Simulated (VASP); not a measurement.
Here is a VASP 6.6.1 calculation.

Contents of INCAR:

```
PREC     = Accurate       # precision mode
ENCUT    = 600            # plane-wave cutoff, eV
EDIFF    = 1E-6           # SCF threshold, eV
ISMEAR   = 0              # smearing method
SIGMA    = 0.03           # smearing width, eV
LREAL    = False          # projectors in reciprocal space
LASPH    = True           # aspherical terms in the spheres
NELM     = 80             # most SCF steps
ALGO     = Normal         # electronic algorithm
ISIF     = 3              # what is computed and relaxed
LWAVE    = False          # write WAVECAR
LCHARG   = False          # write CHGCAR
GGA      = PE             # functional
IVDW     = 12             # dispersion correction
IBRION   = 2              # ionic algorithm
NSW      = 90             # ionic steps
EDIFFG   = -0.01          # ionic threshold
KPAR     = 2
```

File KPOINTS:

```
regular mesh
0
Gamma
  4 8 8
```

POSCAR

```
SnSe
1.0
   11.4200000000      0.0000000000      0.0000000000
    0.0000000000      4.1900000000      0.0000000000
    0.0000000000      0.0000000000      4.4600000000
Sn Se
4 4
Direct
    0.1230000000      0.2500000000      0.0910000000
    0.3770000000      0.7500000000      0.5910000000
    0.6230000000      0.2500000000      0.4090000000
    0.8770000000      0.7500000000      0.9090000000
    0.3570000000      0.2500000000      0.0160000000
    0.1430000000      0.7500000000      0.5160000000
    0.8570000000      0.2500000000      0.4840000000
    0.6430000000      0.7500000000      0.9840000000
```

Potentials or basis: VASP PAW PBE potentials, release 64 (Sn_d, Se).

Launch:

```sh
$ cat potpaw_PBE.64/Sn_d/POTCAR potpaw_PBE.64/Se/POTCAR > POTCAR
$ mpirun -np 2 vasp_std > vasp.out
```

**Question.** Estimate the space group after relaxing (to 0.1 Å).

**Answer.** Pnma (No. 62).

**Question.** Predict the relaxed volume.

**Answer.** 26.23 Å³/atom.

**Question.** Estimate the band gap on the k mesh.

**Answer.** 0.53 eV (least direct gap 0.81 eV).

**Question.** Estimate the dispersion energy per atom.

**Answer.** -0.369 eV.

Final structure:
```yaml
crystal:
  lattice:
    - [11.49512, 0.00000, 0.00000]
    - [0.00000, 4.17702, 0.00000]
    - [0.00000, 0.00000, 4.37037]
  atoms:
    - { symbol: Sn, position: [0.11835, 0.25000, 0.08923] }
    - { symbol: Sn, position: [0.38165, 0.75000, 0.58923] }
    - { symbol: Sn, position: [0.61835, 0.25000, 0.41077] }
    - { symbol: Sn, position: [0.88165, 0.75000, 0.91077] }
    - { symbol: Se, position: [0.35732, 0.25000, 0.02052] }
    - { symbol: Se, position: [0.14268, 0.75000, 0.52052] }
    - { symbol: Se, position: [0.85732, 0.25000, 0.47948] }
    - { symbol: Se, position: [0.64268, 0.75000, 0.97948] }
```

Caveat: spin-orbit coupling is left out, which moves the levels of the heavy elements. A k mesh can miss the band edges.
